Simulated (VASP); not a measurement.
# Sb (Fm-3m) in VASP: notebook, part 2 of 2

VASP 6.6.1.

**4. Relaxation of cell and atoms, PBEsol-based global hybrid with 25 % exact exchange**

This run uses another cell than the first one, of 26.67 Å³/atom.

The input, POSCAR:

```
Sb
1.0
    0.0000000000      2.3712425216      2.3712425216
    2.3712425216      0.0000000000      2.3712425216
    2.3712425216      2.3712425216      0.0000000000
Sb
1
Direct
    0.0000000000      0.0000000000      0.0000000000
```

The input, INCAR.step1:

```
PREC = Accurate
ENCUT = 500
EDIFF = 1E-5
ISMEAR = -1
SIGMA = 0.05
LREAL = F
LASPH = T
NELM = 120
ALGO = Normal
LWAVE = T
LCHARG = F
GGA = PE
NBANDS = 14
GGA_COMPAT = F
IBRION = 2
ISIF = 3
EDIFFG = -0.005
NELMIN = 4
NSW = 100
```

The input, INCAR.step2:

```
PREC = Accurate
ENCUT = 500
EDIFF = 1E-7
ISMEAR = -1
SIGMA = 0.05
LREAL = F
LASPH = T
NELM = 120
ALGO = Normal
ISIF = 3
LWAVE = F
LCHARG = F
GGA = PS
LHFCALC = T
AEXX = 0.25
PRECFOCK = Normal
IBRION = 2
NSW = 60
EDIFFG = -0.01
ISTART = 1
GGA_COMPAT = F
NELMIN = 4
```

The input, KPOINTS:

```
Automatic mesh
0
Gamma
  5 5 5
```

Potentials or basis: VASP PAW PBE potentials, release 64 (Sb_d_GW).

Run with:

```console
$ cat potpaw_PBE.64/Sb_d_GW/POTCAR > POTCAR
$ cp INCAR.step1 INCAR
$ mpirun -np 1 vasp_std > vasp.out
$ cp INCAR.step2 INCAR
$ mpirun -np 1 vasp_std > vasp.out
```

OUTCAR:

```text
PREC = Accurate
   ENCUT = 500
   EDIFF = 1E-7
   ISMEAR = -1
   LREAL = F
   LASPH = T
   NELM = 120
   ISIF = 3
   GGA = PS
   LHFCALC = T
   AEXX = 0.25
   PRECFOCK = Normal
   IBRION = 2
   NSW = 60
   EDIFFG = -0.01
   ISTART = 1
   NELMIN = 4

 ion  position               nearest neighbor table
   1  0.000  0.000  0.000-

  LATTYP: Found a face centered cubic cell.
 ALAT       =     4.7424850432

  Lattice vectors:

 A1 = (   0.0000000000,   2.3712425216,   2.3712425216)
 A2 = (   2.3712425216,   0.0000000000,   2.3712425216)
 A3 = (   2.3712425216,   2.3712425216,   0.0000000000)

Analysis of symmetry for initial positions (statically):
=====================================================================
 Subroutine PRICEL returns:
 Original cell was already a primitive cell.

 Routine SETGRP: Setting up the symmetry group for a
 face centered cubic supercell.

 Subroutine GETGRP returns: Found 48 space group operations
 (whereof 48 operations were pure point group operations)
 out of a pool of 48 trial point group operations.

The static configuration has the point symmetry O_h .

Analysis of symmetry for dynamics (positions and initial velocities):
=====================================================================
 Subroutine PRICEL returns:
 Original cell was already a primitive cell.

 Routine SETGRP: Setting up the symmetry group for a
 face centered cubic supercell.

 Subroutine GETGRP returns: Found 48 space group operations
 (whereof 48 operations were pure point group operations)
 out of a pool of 48 trial point group operations.

The dynamic configuration has the point symmetry O_h .

 Subroutine INISYM returns: Found 48 space group operations
 (whereof 48 operations are pure point group operations),
 and found     1 'primitive' translations

----------------------------------------------------------------------------------------

[... 94 lines left out ...]
     AMIX     =   0.40;   BMIX     =  1.00
     AMIX_MAG =   1.60;   BMIX_MAG =  1.00
  volume/ion in A,a.u.               =      26.67       179.95
  Fermi-wavevector in a.u.,A,eV,Ry     =   1.351406  2.553788 24.848307  1.826299
  Thomas-Fermi vector in A             =   2.478831
   LORBIT       =      0    0 simple, 1 ext, 2 COOP (PROOUT), +10 PAW based schemes
   GGA     = PS    functional components
   LHFCALC =     T    Hartree Fock is set to
   PRECFOCK=normal    Normal, Fast or Accurate (Low or Medium for compatibility)
   ENCUT4O =  -1.0   cutoff for four orbital integrals eV
   NKREDX  =     1    reduce k-point grid by
   NKREDY  =     1    reduce k-point grid by
   NKREDZ  =     1    reduce k-point grid by
   AEXX    =    0.2500 exact exchange contribution
   HFSCREEN=    0.0000 screening length (either q_TF or 0.3 A-1)
   HFSCREENC=   0.0000 screening length for correlation (either q_TF or 0.3 A-1)
   ENCUTFOCK=  -1.0 apply spherical cutoff to Coloumb kernel
   IVDW    =     0    specifies the selected vdW correction
   LEPSILON=     F    determine dielectric tensor
   LRPA    =     F    only Hartree local field effects (RPA)
 conjugate gradient relaxation of ions
 non-spin polarized calculation
  energy-cutoff  :      500.00
  volume of cell :       26.67
 maximum number of plane-waves:       687
  NGX = 20; NGY = 20; NGZ = 20

--------------------------------------- Ionic step        1  -------------------------------------------

 number of electron      15.0000001 magnetization

 Free energy of the ion-electron system (eV)
  ---------------------------------------------------
  ext. energy  EPLUGINS =         0.00000000
  ---------------------------------------------------
  free energy    TOTEN  =        -5.33417474 eV

  energy without entropy =       -5.32286609  energy(sigma->0) =       -5.32852041

------------------------ aborting loop because EDIFF is reached ----------------------------------------

  FORCE on cell =-STRESS in cart. coord.  units (eV):
  Direction    XX          YY          ZZ          XY          YZ          ZX
  --------------------------------------------------------------------------------------
  -------------------------------------------------------------------------------------
  Total       -0.3848185     -0.3848185     -0.3848185      0.0000000      0.0000000     -0.0000000
  in kB      -23.1211065    -23.1211065    -23.1211065      0.0000000      0.0000000     -0.0000000
  external PRESSURE =     -23.1211065 kB  Pullay stress =       0.0000000 kB
[... 57 lines left out ...]
--------------------------------------- Ionic step        3  -------------------------------------------

 number of electron      15.0000014 magnetization

 Free energy of the ion-electron system (eV)
  ---------------------------------------------------
  ext. energy  EPLUGINS =         0.00000000
  ---------------------------------------------------
  free energy    TOTEN  =        -5.34090511 eV

  energy without entropy =       -5.32945590  energy(sigma->0) =       -5.33518051

 E-fermi :   6.2431     XC(G=0):  -8.6595

 val. band max:        6.1930517959   @ k =  -0.4000   0.4000   0.2000
 cond. band min:       6.9930513614   @ k =  -0.2000   0.2000   0.0000
 fundamental gap:      0.7999995655
 Fermi energy:         6.2430689515

 k-point     1 :       0.0000    0.0000    0.0000
  band No.  band energies     occupation
      1     -25.6180      2.00000
      2     -25.6180      2.00000
      3     -25.6180      2.00000
      4     -25.5678      2.00000
      5     -25.5678      2.00000
      6      -8.6377      2.00000
      7      13.3996      0.00000
      8      13.3996      0.00000
      9      13.3996      0.00000
     10      18.0120      0.00000
     11      18.5518      0.00000
[... 152 lines left out ...]
  FREE ENERGIE OF THE ION-ELECTRON SYSTEM (eV)
  ---------------------------------------------------
  free  energy   TOTEN  =        -5.3409051142 eV

  energy  without entropy=       -5.3294558968  energy(sigma->0) =       -5.33518051

 reached required accuracy - stopping structural energy minimisation
```

OSZICAR.step1:

```text
N       E                     dE             d eps       ncg     rms          rms(c)
DAV:   1     0.897669626858E+02    0.89767E+02   -0.50337E+03   368   0.105E+04
DAV:   2     0.403395607388E+01   -0.85733E+02   -0.81234E+02   450   0.104E+03
DAV:   3    -0.364684812867E+01   -0.76808E+01   -0.76718E+01   444   0.119E+02
DAV:   4    -0.378236724126E+01   -0.13552E+00   -0.13549E+00   388   0.113E+01
[... 38 lines left out ...]
       N       E                     dE             d eps       ncg     rms          rms(c)
DAV:   1    -0.378648244382E+01   -0.75055E-04   -0.29635E-03   304   0.557E+00    0.475E-02
DAV:   2    -0.378643664354E+01    0.45800E-04   -0.11451E-04   456   0.800E-01    0.201E-02
DAV:   3    -0.378642262494E+01    0.14019E-04   -0.19257E-05   208   0.472E-01    0.338E-03
DAV:   4    -0.378642273553E+01   -0.11059E-06   -0.12948E-06   176   0.336E-02
   6 F= -.37864227E+01 E0= -.37796297E+01  d E =-.440800E-02
```

Run time: 14 min. Hardware: 1 thread of Intel Xeon 6975P-C (Granite Rapids), shared host; peak memory 0.17 GiB.

What came out:

```yaml
Free_energy: -5.3409 eV
Relaxed_volume: 25.78 Å³/atom
Relaxed_cell: a = 3.316 Å, b = 3.316 Å, c = 3.316 Å, α = 60.00°, β = 60.00°, γ = 60.00°
Space_group_after_relaxing_to_0.1_Å: Fm-3m (No. 225)
Energy_gained_by_relaxing: 6.7 meV/atom
Ionic_steps: 3
Pressure_after_relaxing: 0.0 GPa
Band_gap_on_the_k_mesh: zero (an odd number of electrons rules out a gap without spin polarisation)
```

The path:
```
step  energy change (eV)  largest force (eV/Å)  pressure (GPa)  volume (Å³)
   1              0.0000                0.0000           -2.31        26.67
   2             -0.0035                0.0000            1.89        25.21
   3             -0.0067                0.0000            0.00        25.78
```

Final structure:
```
CELL_PARAMETERS angstrom
0.00000 2.34461 2.34461
2.34461 0.00000 2.34461
2.34461 2.34461 0.00000
ATOMIC_POSITIONS crystal
Sb 0.00000 0.00000 0.00000
```

Levels at points of the mesh, in eV from the Fermi level:
| k point | band 5 | band 6 | band 7 | band 8 | band 9 | band 10 |
| --- | --- | --- | --- | --- | --- | --- |
| (0.00, 0.00, 0.00) | -31.81 | -14.88 | 7.16 | 7.16 | 7.16 | 11.77 |

Caveat: the k points lie up to 0.46 Å⁻¹ apart in the final cell, too coarse for converged energies and pressures of a metal; the PAW data sets were made with another functional, which shifts forces and pressure a little; spin-orbit coupling is left out, which moves the levels of the heavy elements; an odd number of electrons without spin polarisation forces a metal; a magnetic or distorted state may lie lower.

**5. Single point, r2SCAN-based global hybrid with 50 % exact exchange**

This run uses another cell than the first one, of 26.67 Å³/atom.

POSCAR is that of step 4.

The input, INCAR.step1:

```
SYSTEM = Sb
PREC     = Accurate       ! precision mode
ENCUT    = 440            ! plane-wave cutoff, eV
EDIFF    = 1E-5           ! SCF threshold, eV
ISMEAR   = -1             ! smearing method
SIGMA    = 0.05           ! smearing width, eV
LREAL    = .False.        ! projectors in reciprocal space
LASPH    = .True.         ! aspherical terms in the spheres
NELM     = 120            ! most SCF steps
ALGO     = Normal         ! electronic algorithm
ISIF     = 2              ! what is computed and relaxed
LWAVE    = .True.         ! write WAVECAR
GGA      = PE             ! functional
NBANDS   = 14             ! bands
GGA_COMPAT= .False.
```

The input, INCAR.step2:

```
SYSTEM = Sb
PREC     = Accurate       ! precision mode
ENCUT    = 440            ! plane-wave cutoff, eV
EDIFF    = 1E-6           ! SCF threshold, eV
ISMEAR   = -1             ! smearing method
SIGMA    = 0.05           ! smearing width, eV
LREAL    = .False.        ! projectors in reciprocal space
LASPH    = .True.         ! aspherical terms in the spheres
NELM     = 120            ! most SCF steps
ALGO     = Normal         ! electronic algorithm
ISIF     = 2              ! what is computed and relaxed
LWAVE    = .False.        ! write WAVECAR
LCHARG   = .True.         ! write CHGCAR
METAGGA  = R2SCAN         ! meta-GGA
LHFCALC  = .True.         ! exact exchange
AEXX     = 0.5            ! exact-exchange fraction
LMIXTAU  = .True.       
PRECFOCK = Normal       
LELF     = .True.         ! ELF
LVHAR    = .True.       
ISTART   = 1            
NBANDS   = 14             ! bands
GGA_COMPAT= .False.
```

The input, KPOINTS:

```
Automatic mesh
0
Gamma
  6 6 6
  0 0 0
```

Run with:

```console
$ cat potpaw_PBE.64/Sb_d_GW/POTCAR > POTCAR
$ cp INCAR.step1 INCAR
$ mpirun -np 1 vasp_std > vasp.out
$ cp INCAR.step2 INCAR
$ mpirun -np 1 vasp_std > vasp.out
```

Run time: 13 min. Hardware: 1 thread of Intel Xeon Platinum 8488C (Sapphire Rapids), shared host; peak memory 0.16 GiB.

Results (log left out):

```yaml
Free_energy: -17.2546 eV
Pressure: -2.8 GPa
Band_gap_on_the_k_mesh: zero (an odd number of electrons rules out a gap without spin polarisation)
```

Levels at points of the mesh, in eV from the Fermi level:
| k point | band 5 | band 6 | band 7 | band 8 | band 9 | band 10 |
| --- | --- | --- | --- | --- | --- | --- |
| (0.00, 0.00, 0.00) | -35.83 | -17.52 | 7.43 | 7.43 | 7.43 | 12.50 |
| (0.50, 0.00, 0.00) | -35.79 | -12.55 | -8.81 | 5.37 | 5.37 | 10.55 |
| (0.50, 0.50, 0.00) | -35.78 | -10.32 | -7.59 | 0.91 | 0.91 | 5.52 |

Caveat: the k points lie up to 0.38 Å⁻¹ apart, too coarse for converged energies and pressures of a metal; the PAW data sets were made with another functional, which shifts forces and pressure a little; spin-orbit coupling is left out, which moves the levels of the heavy elements; an odd number of electrons without spin polarisation forces a metal; a magnetic or distorted state may lie lower.

**6. The runs side by side**

| task | level | cell | k mesh | cutoff (eV) | share of exact exchange | screening parameter | gap on the mesh (eV) | pressure (GPa) |
| --- | --- | --- | --- | --- | --- | --- | --- | --- |
| single point | PBE0 | a = 3.308 Å, angles 60.0°, 1 atom | 6 × 6 × 6 | 400 | 0.25 | - | none | 1.8 |
| single point | HSE06 | a = 3.285 Å, angles 60.0°, 1 atom | 6 × 6 × 6 | 400 | 0.25 | 0.2079 1/Å | none | 3.7 |
| relaxation of cell and atoms | PBEsol-based global hybrid with 25 % exact exchange | relaxed from a = 3.353 Å, angles 60.0°, 1 atom | 5 × 5 × 5 | 500 | 0.25 | - | none | 0.0 |
| single point | r2SCAN-based global hybrid with 50 % exact exchange | a = 3.353 Å, angles 60.0°, 1 atom | 6 × 6 × 6 | 440 | 0.5 | - | none | -2.8 |

Alike in all rows: potentials or basis VASP PAW PBE potentials, release 64 (Sb_d_GW); no spin polarisation; smearing fermi-dirac 0.05 eV.

Caveats: all runs use coarse meshes; the PAW data sets were made with another functional, which shifts forces and pressure a little; spin-orbit coupling is left out, which moves the levels of the heavy elements; an odd number of electrons without spin polarisation forces a metal; a magnetic or distorted state may lie lower.

Absolute energies hang on the potentials; compare differences alone.

The gap in the log of VASP goes by the Fermi energy; the results here count the filled bands.